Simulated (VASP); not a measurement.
Set up this calculation in VASP 6.6.1, as the native input.

```yaml
Task: single point
Functional: LDA
Potentials_or_basis: VASP PAW LDA potentials, release 64 (Ti_sv, C)
Cutoff: 520 eV
k_mesh: 11 × 11 × 11
Occupations: fermi-dirac, width 0.05 eV
Spin: no spin polarisation
Dipole_correction: no
Further_INCAR_settings: ALGO = Normal; EDIFF = 1e-07; NBANDS = 15
```

The structure of TiC lies in POSCAR:

```
TiC
1.0
    0.0000000000      2.1215080947      2.1215080947
    2.1215080947      0.0000000000      2.1215080947
    2.1215080947      2.1215080947      0.0000000000
Ti C
1 1
Direct
    0.0000000000      0.0000000000      0.0000000000
    0.5000000000      0.5000000000      0.5000000000
```

This cell differs from its parent crystal: volume scaled by 0.94.

The input as run:

INCAR

```
PREC = Accurate
ENCUT = 520
EDIFF = 1E-7
ISMEAR = -1
SIGMA = 0.05
LREAL = F
LASPH = T
NELM = 60
ALGO = Normal
ISIF = 2
LWAVE = F
LCHARG = F
NBANDS = 15
```

KPOINTS

```
Automatic mesh
0
Gamma
  11 11 11
```

Potentials or basis: VASP PAW LDA potentials, release 64 (Ti_sv, C).

The run is started by

```console
$ cat potpaw_LDA.64/Ti_sv/POTCAR potpaw_LDA.64/C/POTCAR > POTCAR
$ mpirun -np 1 vasp_std > vasp.out
```

It gave:

```json
{
  "Pressure": "4.4 GPa",
  "Band gap on the k mesh": "zero (band 8 reaches 10.63 eV, above the bottom of band 9 at 9.56 eV)"
}
```

Run time: 12 s on 1 thread of Intel(R) Xeon(R) Platinum 8488C (Sapphire Rapids), with other jobs on the host, peak memory 0.13 GiB.
